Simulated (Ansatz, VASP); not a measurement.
**TiN: VASP beside Ansatz**

```xyz
2
Lattice="0.0000 2.0859 2.0859 2.0859 0.0000 2.0859 2.0859 2.0859 0.0000" Properties=species:S:1:pos:R:3 pbc="T T T"
Ti    0.0000    0.0000    0.0000
N     2.0859    2.0859    2.0859
```

Alike in both runs: task relaxation of cell and atoms; functional LDA; k mesh 14 × 14 × 14; occupations gaussian, width 0.1 eV; no spin polarisation.

```csv
,VASP,Ansatz
version,VASP 6.6.1,Ansatz 0.2.0
potentials or method,"VASP PAW LDA potentials, release 64 (Ti_sv, N), cutoff 600 eV","scalar-relativistic, plane waves, PAW"
valence electrons in the cell,17,17
```

|  | VASP | Ansatz | Ansatz less VASP |
| --- | --- | --- | --- |
| gap on the k mesh at the Fermi level, each at its own relaxed structure (eV) | none | none | - |
| relaxed volume (Å³/atom) | 9.10 | 9.08 | -0.027 |
| relaxed cell length with the largest relative difference (Å) | 2.953 | 2.950 | -0.0030 |

Ansatz warns that its potentials were made for another functional, while VASP's fit it. LDA's correlation is that of Perdew and Zunger in VASP and of Perdew and Wang (1992) in Ansatz. A gap of «none» marks a metal or a gap that the smearing closes.
